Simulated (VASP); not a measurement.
A run of VASP 6.6.1 is set up as follows.

The input INCAR:

```
ALGO     = Normal         # electronic algorithm
EDIFF    = 1E-6           # SCF threshold, eV
ENCUT    = 520            # plane-wave cutoff, eV
GGA      = PE             # functional
ISIF     = 2              # what is computed and relaxed
ISMEAR   = -1             # smearing method
LASPH    = T              # aspherical terms in the spheres
LCHARG   = F              # write CHGCAR
LREAL    = Auto         
LWAVE    = F              # write WAVECAR
NBANDS   = 30             # bands
NELM     = 80             # most SCF steps
PREC     = Accurate       # precision mode
SIGMA    = 0.1551         # smearing width, eV
```

KPOINTS

```
Automatic mesh
0
Gamma
  2 2 2
  0.5 0.5 0.5
```

POSCAR

```
LiH
1.0
   -4.1447261231      4.1447261231      0.0000000000
   -4.1447261231      0.0000000000      4.1447261231
    0.0000000000      4.1447261231      4.1447261231
Li H
8 8
Direct
   -0.0650603905      0.0945940669      0.0489116757
    0.5200704307     -0.0033636722     -0.0121099678
   -0.0680157124      0.5898668398      0.0003557533
    0.0585050719      0.0085418189      0.5119794257
    0.5335529862      0.5410721803     -0.0514152187
    0.5070812733     -0.0816676398      0.5161462872
    0.0295446542      0.3973655800      0.4973017369
    0.4749002567      0.4534457632      0.4651288029
    0.7358124299      0.7765396083      0.7543374175
    0.2599176563      0.7294377023      0.7545578181
    0.7725744488      0.2326311731      0.7882437592
    0.7624252860      0.7201547005      0.2734848978
    0.2066880837      0.2765559089      0.7693742374
    0.2420841499      0.7614057977      0.2247355971
    0.7678216619      0.2889617949      0.3124173857
    0.3175424530      0.2153144680      0.2860315651
```

Potentials or basis: VASP PAW PBE potentials, release 64 (Li_sv, H).

Launch:

```bash
$ cat potpaw_PBE.64/Li_sv/POTCAR potpaw_PBE.64/H/POTCAR > POTCAR
$ mpirun -np 1 vasp_std > vasp.out
```

**Question.** Estimate the largest force.

**Answer.** 1.606 eV/Å.

**Question.** What does it give for the band gap on the k mesh?

**Answer.** 3.79 eV (least direct gap 3.80 eV).

Forces in eV/Å, atoms in the order of the input:
```
Li   0.096  0.699 -0.530
Li   0.063 -0.390  0.526
Li  -0.213  0.568 -0.824
Li   0.945 -0.507 -0.595
Li   0.800 -0.325  0.201
Li  -0.485  0.248  0.085
Li  -0.863 -0.342  1.204
Li   0.225 -0.243  1.487
H    0.009  0.049  0.064
H   -0.043 -0.018 -0.047
H    0.110 -0.109 -0.027
H   -0.130 -0.151  0.375
H   -0.075  0.168 -0.106
H   -0.205  0.396  0.077
H   -0.368  0.103 -1.560
H    0.135 -0.146 -0.328
```

Caveat: the k points lie up to 0.66 Å⁻¹ apart; the atoms stand as in a frame of molecular dynamics; a shifted mesh leaves out Γ, where band edges can lie; forces of over 1 eV/Å act on the atoms, so gaps and moduli don't describe the material at rest. A k mesh can miss the band edges.
